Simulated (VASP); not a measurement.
Here is a VASP 6.6.1 calculation.

The input INCAR:

```
PREC = Accurate
ENCUT = 520
EDIFF = 1E-7
ISMEAR = 0
SIGMA = 0.05
LREAL = Auto
LASPH = T
NELM = 80
ALGO = Normal
ISIF = 2
LWAVE = F
LCHARG = T
GGA = PE
LELF = T
LVHAR = T
NELECT = 74.0
NBANDS = 52
```

File KPOINTS:

```
regular mesh
0
Gamma
  2 2 2
```

POSCAR

```
CuSi16
1.0
    0.0000000000      5.4300000000      5.4300000000
    5.4300000000      0.0000000000      5.4300000000
    5.4300000000      5.4300000000      0.0000000000
Si Cu
16 1
Direct
   -0.0029226519      0.0057255985      0.0007559853
    0.1194019337      0.1393188766      0.1164651013
   -0.0189711786      0.0043142726      0.5079873849
    0.1132805709      0.1258360037      0.6270827808
    0.0032713628      0.5098702578      0.0145308471
    0.1322953959      0.6324872928      0.1341130755
   -0.0021507366      0.4985759669      0.5081107735
    0.1171749540      0.6173139963      0.6420268877
    0.5042744015      0.0087034991     -0.0234806630
    0.6249986188      0.1243851750      0.1132988029
    0.4856621547     -0.0133382136      0.4875999079
    0.6134648250      0.1128224678      0.6054563536
    0.5048385820      0.4970310313      0.0000402394
    0.6336691529      0.6213266114      0.1184662063
    0.5017564457      0.4815973297      0.5098988029
    0.6257417127      0.6139590239      0.6264205341
    0.3312706262      0.8335779926      0.3309663904
```

Potentials or basis: VASP PAW PBE potentials, release 64 (Si, Cu).

Command:

```console
$ cat potpaw_PBE.64/Si/POTCAR potpaw_PBE.64/Cu/POTCAR > POTCAR
$ mpirun -np 1 vasp_std > vasp.out
```

What does it give for the largest force?

0.108 eV/Å.

Forces on the atoms (eV/Å):
```
Si   0.005 -0.002  0.001
Si   0.007  0.010 -0.005
Si  -0.004 -0.011 -0.014
Si   0.003 -0.013 -0.012
Si  -0.018 -0.005 -0.006
Si  -0.002 -0.007 -0.003
Si   0.001 -0.002 -0.002
Si   0.003 -0.007  0.006
Si  -0.017 -0.012  0.005
Si   0.000 -0.008  0.001
Si  -0.008 -0.012 -0.015
Si  -0.004 -0.014 -0.012
Si   0.010 -0.001 -0.001
Si  -0.005  0.011  0.014
Si  -0.020  0.003 -0.015
Si  -0.002  0.002 -0.010
Cu   0.050  0.068  0.067
```

Caveat: the k points lie up to 0.50 Å⁻¹ apart; the cell carries a net charge on a neutralising background, which shifts energy and pressure.
